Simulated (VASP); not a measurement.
# Ti (Fm-3m) in VASP: notebook

Runs on Ti. Level: PBE. Tasks: single point.

All numbers are computed with VASP 6.6.1; they aren't measurements. Logs are shortened: lines on timing, memory, paths and dates and some standing lists are left out, and cuts for length are marked.

### Step 1. The cell of the first run

Symmetry: Fm-3m, No. 225, cubic system. Conventional cell: a = 4.086 Å, b = 4.086 Å, c = 4.086 Å, α = 90.00°, β = 90.00°, γ = 90.00°. Within 3.8 Å of Ti (site symmetry m-3m) lie 12 Ti at 2.89 Å.

This isn't the form of Ti at room conditions, which is hcp.

### Step 2. Single point, PBE

Input file INCAR:

```
PREC     = Accurate       # precision mode
ENCUT    = 520            # plane-wave cutoff, eV
EDIFF    = 1E-6           # SCF threshold, eV
ISMEAR   = -1             # smearing method
SIGMA    = 0.06122561905347299 # smearing width, eV
LREAL    = F              # projectors in reciprocal space
LASPH    = T              # aspherical terms in the spheres
NELM     = 80             # most SCF steps
ALGO     = Normal         # electronic algorithm
ISIF     = 2              # what is computed and relaxed
LWAVE    = F              # write WAVECAR
LCHARG   = F              # write CHGCAR
GGA      = PE             # functional
NBANDS   = 12             # bands
```

Input file KPOINTS:

```
regular mesh
0
Gamma
  46 46 46
```

Input file POSCAR:

```
Ti
1.0
    0.0000000000      2.0427626874      2.0427626874
    2.0427626874      0.0000000000      2.0427626874
    2.0427626874      2.0427626874      0.0000000000
Ti
1
Direct
    0.0000000000      0.0000000000      0.0000000000
```

Potentials or basis: VASP PAW PBE potentials, release 64 (Ti_sv).

Started as:

```bash
> cat potpaw_PBE.64/Ti_sv/POTCAR > POTCAR
> mpirun -np 1 vasp_std > vasp.out
```

OUTCAR:

```text
PREC = Accurate
   ENCUT = 520
   EDIFF = 1E-6
   ISMEAR = -1
   LREAL = F
   LASPH = T
   NELM = 80
   ISIF = 2
   GGA = PE

 ion  position               nearest neighbor table
   1  0.000  0.000  0.000-

  LATTYP: Found a face centered cubic cell.
 ALAT       =     4.0855253748

  Lattice vectors:

 A1 = (   0.0000000000,   2.0427626874,   2.0427626874)
 A2 = (   2.0427626874,   0.0000000000,   2.0427626874)
 A3 = (   2.0427626874,   2.0427626874,   0.0000000000)

Analysis of symmetry for initial positions (statically):
=====================================================================
 Subroutine PRICEL returns:
 Original cell was already a primitive cell.

 Routine SETGRP: Setting up the symmetry group for a
 face centered cubic supercell.

 Subroutine GETGRP returns: Found 48 space group operations
 (whereof 48 operations were pure point group operations)
 out of a pool of 48 trial point group operations.

The static configuration has the point symmetry O_h .

Analysis of symmetry for dynamics (positions and initial velocities):
=====================================================================
 Subroutine PRICEL returns:
 Original cell was already a primitive cell.

 Routine SETGRP: Setting up the symmetry group for a
 face centered cubic supercell.

 Subroutine GETGRP returns: Found 48 space group operations
 (whereof 48 operations were pure point group operations)
 out of a pool of 48 trial point group operations.

The dynamic configuration has the point symmetry O_h .

 Subroutine INISYM returns: Found 48 space group operations
 (whereof 48 operations are pure point group operations),
 and found     1 'primitive' translations

----------------------------------------------------------------------------------------

                                     Primitive cell

  volume of cell :      17.0484

  direct lattice vectors                    reciprocal lattice vectors
     0.000000000  2.042762687  2.042762687    -0.244766562  0.244766562  0.244766562
     2.042762687  0.000000000  2.042762687     0.244766562 -0.244766562  0.244766562
     2.042762687  2.042762687  0.000000000     0.244766562  0.244766562 -0.244766562

  length of vectors
     2.888902697  2.888902697  2.888902697     0.423948121  0.423948121  0.423948121

  position of ions in fractional coordinates (direct lattice)
     0.000000000  0.000000000  0.000000000

  ion indices of the primitive-cell ions
   primitive index   ion index
                 1           1

[... 78 lines left out ...]
   ISYM   =      2    0-nonsym 1-usesym 2-fastsym
   POTIM  = 0.5000    time-step for ionic-motion
   TEBEG  =    0.0;   TEEND  =   0.0 temperature during run
   PSTRESS=    0.0 pullay stress
   NELECT =      12.0000    total number of electrons
   NUPDOWN=      -1.0000    fix difference up-down
   EMIN   =  10.00;   EMAX   =-10.00  energy-range for DOS
   EFERMI =   0.00;   METHOD = LEGACY
   ISMEAR =    -1;   SIGMA  =   0.06  broadening in eV -4-tet -1-fermi 0-gaus
   EFERMI_NEDOS =   21; number of points for ismear=-14 and -15
   IALGO  =     38    algorithm
   IMIX   =      4    mixing-type and parameters
     AMIX     =   0.40;   BMIX     =  1.00
     AMIX_MAG =   1.60;   BMIX_MAG =  1.00
  volume/ion in A,a.u.               =      17.05       115.05
  Fermi-wavevector in a.u.,A,eV,Ry     =   1.456266  2.751943 28.854014  2.120710
  Thomas-Fermi vector in A             =   2.573204
   LORBIT       =      0    0 simple, 1 ext, 2 COOP (PROOUT), +10 PAW based schemes
   GGA     = PE    functional components
   LHFCALC =     F    Hartree Fock is set to
   AEXX    =    0.0000 exact exchange contribution
   IVDW    =     0    specifies the selected vdW correction
   LEPSILON=     F    determine dielectric tensor
   LRPA    =     F    only Hartree local field effects (RPA)
 non-spin polarized calculation
  energy-cutoff  :      520.00
  volume of cell :       17.05
 maximum number of plane-waves:       477
 NGX is ok and might be reduce to    24
   NGX = 11   NGY = 11   NGZ = 11

 number of electron      12.0000003 magnetization

 Free energy of the ion-electron system (eV)
  ---------------------------------------------------
  ext. energy  EPLUGINS =         0.00000000
  ---------------------------------------------------
  free energy    TOTEN  =        -7.78666212 eV

  energy without entropy =       -7.76570472  energy(sigma->0) =       -7.77618342

 E-fermi :   8.4201     XC(G=0): -11.5864

 val. band max:        8.4201056585   @ k =  -0.3261   0.3043   0.0435
 cond. band min:       8.4206348807   @ k =   0.2609   0.1304   0.0435
 fundamental gap:      0.0005292222
 Fermi energy:         8.4201074586

 k-point     1 :       0.0000    0.0000    0.0000
  band No.  band energies     occupation
      1     -48.2587      2.00000
      2     -24.0961      2.00000
      3     -24.0961      2.00000
      4     -24.0961      2.00000
      5       2.2783      2.00000
      6       9.3063      0.00000
      7       9.3063      0.00000
      8       9.3063      0.00000
      9      10.9791      0.00000
     10      10.9791      0.00000
     11      23.7689      0.00000
     12      28.3364      0.00000
[... 331 lines left out ...]
 k-point    24 :       0.5000    0.0000    0.0000
  band No.  band energies     occupation
      1     -48.1271      2.00000
      2     -24.8052      2.00000
      3     -24.1868      2.00000
      4     -24.1868      2.00000
      5       5.7911      2.00000
      6       9.0971      0.00003
      7       9.1890      0.00001
      8       9.1890      0.00001
      9      12.0732      0.00000
     10      12.0732      0.00000
     11      16.7802      0.00000
     12      23.0275      0.00000

 [... further k-points ...]

------------------------ aborting loop because EDIFF is reached ----------------------------------------

  FORCE on cell =-STRESS in cart. coord.  units (eV):
  Direction    XX          YY          ZZ          XY          YZ          ZX
  --------------------------------------------------------------------------------------
  -------------------------------------------------------------------------------------
  Total        0.2068368      0.2068368      0.2068368      0.0000000      0.0000000     -0.0000000
  in kB       19.4381402     19.4381402     19.4381402      0.0000000      0.0000000     -0.0000000
  external PRESSURE =      19.4381402 kB  Pullay stress =       0.0000000 kB

 VOLUME and BASIS-vectors are now :
 -----------------------------------------------------------------------------
  energy-cutoff  :      520.00
  volume of cell :       17.05
      direct lattice vectors                 reciprocal lattice vectors
     0.000000000  2.042762687  2.042762687    -0.244766562  0.244766562  0.244766562
     2.042762687  0.000000000  2.042762687     0.244766562 -0.244766562  0.244766562
     2.042762687  2.042762687  0.000000000     0.244766562  0.244766562 -0.244766562

 POSITION                                       TOTAL-FORCE (eV/Angst)
 -----------------------------------------------------------------------------------
      0.00000      0.00000      0.00000         0.000000      0.000000      0.000000
 -----------------------------------------------------------------------------------
    total drift:                                0.000000      0.000000     -0.000000

  FREE ENERGIE OF THE ION-ELECTRON SYSTEM (eV)
  ---------------------------------------------------
  free  energy   TOTEN  =        -7.7866621218 eV

  energy  without entropy=       -7.7657047207  energy(sigma->0) =       -7.77618342
```

OSZICAR:

```text
N       E                     dE             d eps       ncg     rms          rms(c)
DAV:   1     0.870468095461E+02    0.87047E+02   -0.65606E+03 59080   0.121E+03
DAV:   2    -0.441736160375E+01   -0.91464E+02   -0.88994E+02 59856   0.297E+02
DAV:   3    -0.867722141011E+01   -0.42599E+01   -0.42151E+01 82148   0.653E+01
DAV:   4    -0.877194038623E+01   -0.94719E-01   -0.94580E-01 66288   0.856E+00
DAV:   5    -0.877429096847E+01   -0.23506E-02   -0.23505E-02 70912   0.119E+00    0.846E+00
DAV:   6    -0.778968198168E+01    0.98461E+00   -0.20108E+00 64280   0.213E+01    0.224E+00
DAV:   7    -0.777626202626E+01    0.13420E-01   -0.10336E-01 72040   0.379E+00    0.130E+00
DAV:   8    -0.778639258943E+01   -0.10131E-01   -0.39005E-02 60760   0.251E+00    0.176E-01
DAV:   9    -0.778664553806E+01   -0.25295E-03   -0.45419E-03 74876   0.782E-01    0.889E-02
DAV:  10    -0.778668742074E+01   -0.41883E-04   -0.24423E-04 61940   0.186E-01    0.255E-02
DAV:  11    -0.778666249753E+01    0.24923E-04   -0.23801E-05 71280   0.593E-02    0.958E-03
DAV:  12    -0.778666212177E+01    0.37576E-06   -0.12418E-06 59940   0.148E-02
   1 F= -.77866621E+01 E0= -.77761834E+01  d E =-.209574E-01
```

stdout:

```text
POSCAR found type information on POSCAR Ti
 POSCAR found :  1 types and       1 ions
 scaLAPACK will be used
 LDA part: xc-table for (Slater+PW92), standard interpolation
 POSCAR, INCAR and KPOINTS ok, starting setup
 FFT: planning ... GRIDC
 FFT: planning ... GRID_SOFT
 FFT: planning ... GRID
 WAVECAR not read
 entering main loop
```

Wall time 5.5 min (1 thread of Intel Xeon Platinum 8375C at 2.90GHz (Ice Lake), shared host); peak memory 0.56 GiB.

What came out:

```yaml
Free_energy: -7.7867 eV
Pressure: 1.9 GPa
Band_gap_on_the_k_mesh: zero (bands 6 and 7 overlap by 1.35 eV)
```

### Step 3. Single point, PBE

This run uses another cell than the first one, of 17.40 Å³/atom.

Input file INCAR:

```
SYSTEM = Ti
  ALGO = Normal
  EDIFF = 1E-6
  ENCUT = 520
  GGA = PE
  ISIF = 2
  ISMEAR = -1
  LASPH = .TRUE.
  LCHARG = .FALSE.
  LREAL = .FALSE.
  LWAVE = .FALSE.
  NBANDS = 12
  NELM = 60
  PREC = Accurate
  SIGMA = 0.06122561905347299
```

Input file KPOINTS:

```
k-points
0
G
  46 46 46
  0 0 0
```

Input file POSCAR:

```
Ti
1.0
    0.0000000000      2.0565655567      2.0565655567
    2.0565655567      0.0000000000      2.0565655567
    2.0565655567      2.0565655567      0.0000000000
Ti
1
Direct
    0.0000000000      0.0000000000      0.0000000000
```

Potentials or basis: VASP PAW PBE potentials, release 64 (Ti_sv).

Started as:

```bash
> cat potpaw_PBE.64/Ti_sv/POTCAR > POTCAR
> mpirun -np 1 vasp_std > vasp.out
```

Run time: 5.2 min. Hardware: 1 thread of Intel Xeon Platinum 8375C at 2.90GHz (Ice Lake), shared host; peak memory 0.57 GiB.

Results (log left out):

```yaml
Free_energy: -7.7886 eV
Pressure: -0.3 GPa
Band_gap_on_the_k_mesh: zero (bands 6 and 7 overlap by 1.33 eV)
```

Levels at points of the mesh, in eV from the Fermi level:
| k point | band 2 | band 3 | band 4 | band 5 | band 6 | band 7 | band 8 | band 9 | band 10 | band 11 |
| --- | --- | --- | --- | --- | --- | --- | --- | --- | --- | --- |
| (0.00, 0.00, 0.00) | -32.57 | -32.57 | -32.57 | -6.09 | 0.87 | 0.87 | 0.87 | 2.50 | 2.50 | 15.24 |
| (0.50, 0.00, 0.00) | -33.24 | -32.66 | -32.66 | -2.58 | 0.63 | 0.76 | 0.76 | 3.56 | 3.56 | 8.15 |
| (0.50, 0.50, 0.00) | -33.19 | -32.81 | -32.81 | -2.56 | -1.70 | 2.83 | 3.56 | 3.84 | 3.84 | 10.52 |
